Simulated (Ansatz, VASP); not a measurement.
One calculation of Te2Mo, two programs

```
Te Mo
1.0
     3.50388    0.00000    0.00000
    -1.75194    3.03445    0.00000
     0.00000    0.00000   24.76772
Te Mo
4 2
Direct
  0.33333 0.66667 0.18169
  0.33333 0.66667 0.32841
  0.50000 0.33333 0.48304
  0.50000 0.33333 0.62976
  0.66667 0.33333 0.25505
  0.83333 0.00000 0.55640
```

Alike in both runs: task single point; functional PBE; dispersion D3(BJ); k mesh 9 × 9 × 1; occupations gaussian, width 0.05 eV; no spin polarisation.

|  | VASP | Ansatz |
| --- | --- | --- |
| version | VASP 6.6.1 | Ansatz 0.2.0 |
| potentials or method | VASP PAW PBE potentials, release 64 (Te, Mo_sv), cutoff 520 eV | scalar-relativistic, plane waves, PAW |
| valence electrons in the cell | 52 | 92 |

```csv
,VASP,Ansatz,Ansatz less VASP
gap on the k mesh at the Fermi level (eV),1.14,1.14,-0.004
least direct gap on the mesh (eV),1.16,1.17,0.000
rms of the force components (eV/Å),0.038,0.034,-0.0041
```

VASP's potentials hold 52 valence electrons a cell and Ansatz's 92, so a difference there can come from the potentials and not from the codes.

Spin-orbit coupling is off throughout.
